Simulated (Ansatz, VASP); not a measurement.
**La2TaO2 in VASP and in Ansatz**

```
La Ta O
1.0
     4.50536    0.00000    0.00000
     0.00000    4.50536    0.00000
     0.00000    0.00000    6.96238
La Ta O
2 1 2
Direct
  0.50000 0.50000 0.00000
  0.50000 0.50000 0.50000
  0.00000 0.00000 0.00000
  0.00000 0.50000 0.00000
  0.50000 0.00000 0.00000
```

Alike in both runs: functional PBE; k mesh 8 × 8 × 6; occupations gaussian, width 0.1 eV; collinear spin.

Ansatz relaxed the structure, and its values are those at the end. VASP's run is a single point on that final structure, the one shown.

|  | VASP | Ansatz |
| --- | --- | --- |
| version | VASP 6.6.1 | Ansatz 0.2.0 |
| potentials or method | VASP PAW PBE potentials, release 64 (La, Ta_pv, O), cutoff 520 eV | scalar-relativistic, plane waves, PAW |
| valence electrons in the cell | 45 | 47 |

```tsv
	VASP	Ansatz	Ansatz less VASP
gap on the k mesh at the Fermi level (eV)	none	none	-
pressure (GPa)	-0.1	0.0	+0.07
net moment per atom (μB)	0.06	0.05	-0.003
size of the moment on the site where the two differ most (μB)	0.14	0.09	-0.051
```

Site moments also hang on the region over which each program counts them. A gap of «none» marks a metal or a gap that the smearing closes. VASP's potentials hold 45 valence electrons a cell and Ansatz's 47, so a difference there can come from the potentials and not from the codes.

Spin-orbit coupling is off throughout.
